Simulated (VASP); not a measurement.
Write the native input for VASP 6.6.1 that does the following.

| Item | Value |
| --- | --- |
| Task | single point |
| Functional | PBE |
| Potentials or basis | VASP PAW PBE potentials, release 64 (Na_pv) |
| Cutoff | 520 eV |
| k mesh | 12 × 12 × 12 |
| Occupations | fermi-dirac, width 0.05 eV |
| Spin | no spin polarisation |
| Dipole correction | no |
| Further INCAR settings | ALGO = Normal; EDIFF = 1e-06; NBANDS = 10 |

The structure of Na lies in POSCAR:

```
Na
1.0
    3.3598852002      0.0000000000      0.0000000000
    0.0000000000      3.3598852002      0.0000000000
    0.0000000000      0.0000000000      3.3598852002
Na
1
Direct
    0.0000000000      0.0000000000      0.0000000000
```

This cell differs from its parent crystal: volume scaled by 0.95.

These files were run (other wordings do the same):

INCAR

```
SYSTEM = Na
PREC     = Accurate       ! precision mode
ENCUT    = 520            ! plane-wave cutoff, eV
EDIFF    = 1E-6           ! SCF threshold, eV
ISMEAR   = -1             ! smearing method
SIGMA    = 0.05           ! smearing width, eV
LREAL    = .False.        ! projectors in reciprocal space
LASPH    = .True.         ! aspherical terms in the spheres
NELM     = 60             ! most SCF steps
ALGO     = Normal         ! electronic algorithm
ISIF     = 2              ! what is computed and relaxed
LWAVE    = .False.        ! write WAVECAR
LCHARG   = .False.        ! write CHGCAR
GGA      = PE             ! functional
NBANDS   = 10             ! bands
```

KPOINTS

```
Automatic mesh
0
Gamma
  12 12 12
  0 0 0
```

Potentials or basis: VASP PAW PBE potentials, release 64 (Na_pv).

Launch:

```bash
$ cat potpaw_PBE.64/Na_pv/POTCAR > POTCAR
$ mpirun -np 1 vasp_std > vasp.out
```

It gave:

```yaml
Pressure: 0.3 GPa
```

It took 28 s on 1 thread of Intel(R) Xeon(R) Platinum 8375C CPU @ 2.90GHz (Ice Lake) (shared host), peak memory 0.15 GiB.
